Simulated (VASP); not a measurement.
# ScF3 (Pm-3m) in VASP: notebook, part 3 of 3

VASP 6.6.1.

## Step 6: Single point, LDA

INCAR reads:

```
PREC = Accurate
ENCUT = 600
EDIFF = 1E-6
ISMEAR = -1
SIGMA = 0.15
LREAL = F
LASPH = T
NELM = 120
ALGO = Normal
ISIF = 2
LWAVE = F
LCHARG = F
GGA = CA
NBANDS = 24
GGA_COMPAT = F
```

KPOINTS reads:

```
Automatic mesh
0
Gamma
  5 5 5
```

POSCAR reads:

```
ScF3
1.0
    4.0124500000      0.0000000000      0.0000000000
    0.0000000000      4.0124500000      0.0000000000
    0.0000000000      0.0000000000      4.0124500000
Sc F
1 3
Direct
    0.0000000000      0.0000000000      0.0000000000
    0.5000000000      0.0000000000      0.0000000000
    0.0000000000      0.5000000000      0.0000000000
    0.0000000000      0.0000000000      0.5000000000
```

Potentials or basis: VASP PAW LDA potentials, release 64 (Sc_sv, F).

The run is started by

```bash
$ cat potpaw_LDA.64/Sc_sv/POTCAR potpaw_LDA.64/F/POTCAR > POTCAR
$ mpirun -np 1 vasp_std > vasp.out
```

OUTCAR:

```text
PREC = Accurate
   ENCUT = 600
   EDIFF = 1E-6
   ISMEAR = -1
   LREAL = F
   LASPH = T
   NELM = 120
   ISIF = 2
   GGA = CA

 ion  position               nearest neighbor table
   1  0.000  0.000  0.000-   2 2.01   3 2.01   4 2.01   4 2.01   3 2.01   2 2.01
   2  0.500  0.000  0.000-   1 2.01   1 2.01
   3  0.000  0.500  0.000-   1 2.01   1 2.01
   4  0.000  0.000  0.500-   1 2.01   1 2.01

  LATTYP: Found a simple cubic cell.
 ALAT       =     4.0124500000

  Lattice vectors:

 A1 = (   4.0124500000,   0.0000000000,   0.0000000000)
 A2 = (   0.0000000000,   4.0124500000,   0.0000000000)
 A3 = (   0.0000000000,   0.0000000000,   4.0124500000)

Analysis of symmetry for initial positions (statically):
=====================================================================
 Subroutine PRICEL returns:
 Original cell was already a primitive cell.

 Routine SETGRP: Setting up the symmetry group for a
 simple cubic supercell.

 Subroutine GETGRP returns: Found 48 space group operations
[... 9 lines left out ...]

 Routine SETGRP: Setting up the symmetry group for a
 simple cubic supercell.

 Subroutine GETGRP returns: Found 48 space group operations
[... 11 lines left out ...]
                                     Primitive cell

  volume of cell :      64.5995

  direct lattice vectors                    reciprocal lattice vectors
     4.012450000  0.000000000  0.000000000     0.249224289  0.000000000  0.000000000
     0.000000000  4.012450000  0.000000000     0.000000000  0.249224289  0.000000000
     0.000000000  0.000000000  4.012450000     0.000000000  0.000000000  0.249224289

  length of vectors
     4.012450000  4.012450000  4.012450000     0.249224289  0.249224289  0.249224289

  position of ions in fractional coordinates (direct lattice)
     0.000000000  0.000000000  0.000000000
[... 79 lines left out ...]
   NUPDOWN=      -1.0000    fix difference up-down
   EMIN   =  10.00;   EMAX   =-10.00  energy-range for DOS
   EFERMI =   0.00;   METHOD = LEGACY
   ISMEAR =    -1;   SIGMA  =   0.15  broadening in eV -4-tet -1-fermi 0-gaus
   EFERMI_NEDOS =   21; number of points for ismear=-14 and -15
   IALGO  =     38    algorithm
   IMIX   =      4    mixing-type and parameters
     AMIX     =   0.40;   BMIX     =  1.00
     AMIX_MAG =   1.60;   BMIX_MAG =  1.00
  volume/ion in A,a.u.               =      16.15       108.98
  Fermi-wavevector in a.u.,A,eV,Ry     =   1.295334  2.447827 22.829091  1.677891
  Thomas-Fermi vector in A             =   2.426861
   LORBIT       =      0    0 simple, 1 ext, 2 COOP (PROOUT), +10 PAW based schemes
   GGA     = CA    functional components
   LHFCALC =     F    Hartree Fock is set to
   AEXX    =    0.0000 exact exchange contribution
   IVDW    =     0    specifies the selected vdW correction
   LEPSILON=     F    determine dielectric tensor
   LRPA    =     F    only Hartree local field effects (RPA)
 non-spin polarized calculation
  energy-cutoff  :      600.00
  volume of cell :       64.60
 maximum number of plane-waves:      2188
   NGX = 17   NGY = 17   NGZ = 17

 number of electron      32.0000035 magnetization

 Free energy of the ion-electron system (eV)
  ---------------------------------------------------
  ext. energy  EPLUGINS =         0.00000000
  ---------------------------------------------------
  free energy    TOTEN  =       -29.58550902 eV

  energy without entropy =      -29.58550902  energy(sigma->0) =      -29.58550902

 E-fermi :  -0.7065     XC(G=0):  -8.8727

 val. band max:       -3.9231201688   @ k =   0.4000   0.4000   0.4000
 cond. band min:       2.3223925596   @ k =   0.0000   0.0000   0.0000
 fundamental gap:      6.2455127284
 Fermi energy:        -0.7064979403

 k-point     1 :       0.0000    0.0000    0.0000
  band No.  band energies     occupation
      1     -49.1410      2.00000
      2     -28.1794      2.00000
      3     -28.1794      2.00000
      4     -28.1794      2.00000
      5     -23.5241      2.00000
      6     -23.2407      2.00000
[... 259 lines left out ...]
     23       9.6580      0.00000
     24      10.4711      0.00000

------------------------ aborting loop because EDIFF is reached ----------------------------------------

  FORCE on cell =-STRESS in cart. coord.  units (eV):
  Direction    XX          YY          ZZ          XY          YZ          ZX
  --------------------------------------------------------------------------------------
  -------------------------------------------------------------------------------------
  Total       -0.9834445     -0.9834445     -0.9834445     -0.0000000     -0.0000000      0.0000000
  in kB      -24.3911077    -24.3911077    -24.3911077     -0.0000000     -0.0000000      0.0000000
  external PRESSURE =     -24.3911077 kB  Pullay stress =       0.0000000 kB

 VOLUME and BASIS-vectors are now :
 -----------------------------------------------------------------------------
  energy-cutoff  :      600.00
  volume of cell :       64.60
      direct lattice vectors                 reciprocal lattice vectors
     4.012450000  0.000000000  0.000000000     0.249224289  0.000000000  0.000000000
     0.000000000  4.012450000  0.000000000     0.000000000  0.249224289  0.000000000
     0.000000000  0.000000000  4.012450000     0.000000000  0.000000000  0.249224289

 POSITION                                       TOTAL-FORCE (eV/Angst)
 -----------------------------------------------------------------------------------
      0.00000      0.00000      0.00000         0.000000      0.000000      0.000000
      2.00623      0.00000      0.00000         0.000000      0.000000      0.000000
      0.00000      2.00623      0.00000         0.000000      0.000000      0.000000
      0.00000      0.00000      2.00623         0.000000      0.000000      0.000000
 -----------------------------------------------------------------------------------
    total drift:                                0.000000      0.000000     -0.000000

  FREE ENERGIE OF THE ION-ELECTRON SYSTEM (eV)
  ---------------------------------------------------
  free  energy   TOTEN  =       -29.5855090245 eV

  energy  without entropy=      -29.5855090206  energy(sigma->0) =      -29.58550902
```

OSZICAR:

```text
N       E                     dE             d eps       ncg     rms          rms(c)
DAV:   1     0.421481315018E+03    0.42148E+03   -0.16529E+04   480   0.154E+03
DAV:   2     0.747735915705E+01   -0.41400E+03   -0.38849E+03   608   0.448E+02
DAV:   3    -0.329152666144E+02   -0.40393E+02   -0.39772E+02   688   0.159E+02
DAV:   4    -0.340345435006E+02   -0.11193E+01   -0.11185E+01   584   0.241E+01
DAV:   5    -0.340586596259E+02   -0.24116E-01   -0.24115E-01   672   0.329E+00    0.163E+01
DAV:   6    -0.297633348605E+02    0.42953E+01   -0.12187E+01   696   0.477E+01    0.736E+00
DAV:   7    -0.296505492938E+02    0.11279E+00   -0.78985E-01   616   0.645E+00    0.423E+00
DAV:   8    -0.295935544986E+02    0.56995E-01   -0.26520E-01   704   0.556E+00    0.791E-01
DAV:   9    -0.295983663739E+02   -0.48119E-02   -0.18592E-01   584   0.304E+00    0.112E+00
DAV:  10    -0.295855741818E+02    0.12792E-01   -0.67521E-02   656   0.222E+00    0.148E-01
DAV:  11    -0.295856920683E+02   -0.11789E-03   -0.30629E-03   680   0.845E-01    0.119E-01
DAV:  12    -0.295855047077E+02    0.18736E-03   -0.38444E-04   608   0.374E-01    0.164E-02
DAV:  13    -0.295855112483E+02   -0.65406E-05   -0.42013E-05   728   0.561E-02    0.170E-02
DAV:  14    -0.295855092026E+02    0.20457E-05   -0.19821E-05   632   0.346E-02    0.357E-03
DAV:  15    -0.295855090245E+02    0.17810E-06   -0.56742E-07   376   0.101E-02
   1 F= -.29585509E+02 E0= -.29585509E+02  d E =-.385866E-08
```

stdout:

```text
POSCAR found type information on POSCAR ScF
 POSCAR found :  2 types and       4 ions
 scaLAPACK will be used
 LDA part: xc-table for (Slater(with rela. corr.)+CA(PZ))
 , standard interpolation
 POSCAR, INCAR and KPOINTS ok, starting setup
 FFT: planning ... GRIDC
 FFT: planning ... GRID_SOFT
 FFT: planning ... GRID
 WAVECAR not read
 entering main loop
```

Wall time 7.2 s (1 thread of Intel Xeon 6975P-C (Granite Rapids), shared host); peak memory 0.16 GiB.

What came out:

- Free energy: -29.5855 eV
- Pressure: -2.4 GPa
- Band gap on the k mesh: 6.25 eV, indirect (least direct gap 6.72 eV)

Levels at points of the mesh, in eV from the valence-band top:
| k point | band 13 | band 14 | band 15 | band 16 | band 17 | band 18 | band 19 | band 20 |
| --- | --- | --- | --- | --- | --- | --- | --- | --- |
| (0.00, 0.00, 0.00) | -0.53 | -0.47 | -0.47 | -0.47 | 6.25 | 6.25 | 6.25 | 7.67 |

A k mesh can miss the band edges. Expect the measured gap to be larger: semilocal functionals such as LDA lack the derivative discontinuity.

## Step 7: Summary

| k mesh | gap on the mesh (eV) | pressure (GPa) |
| --- | --- | --- |
| 2 × 2 × 2 | 6.05 | -1.5 |
| 3 × 3 × 3 | 6.32 | -2.3 |
| 4 × 4 × 4 | 6.19 | -2.4 |
| 5 × 5 × 5 | 6.25 | -2.4 |

Alike in all rows: task single point; level LDA; potentials or basis VASP PAW LDA potentials, release 64 (Sc_sv, F); no spin polarisation; cell as given; cutoff (eV) 600; smearing fermi-dirac 0.15 eV.

Caveats: some runs use coarse meshes.

Total energies depend on the potentials used, so only differences within one code and one set of settings carry meaning.
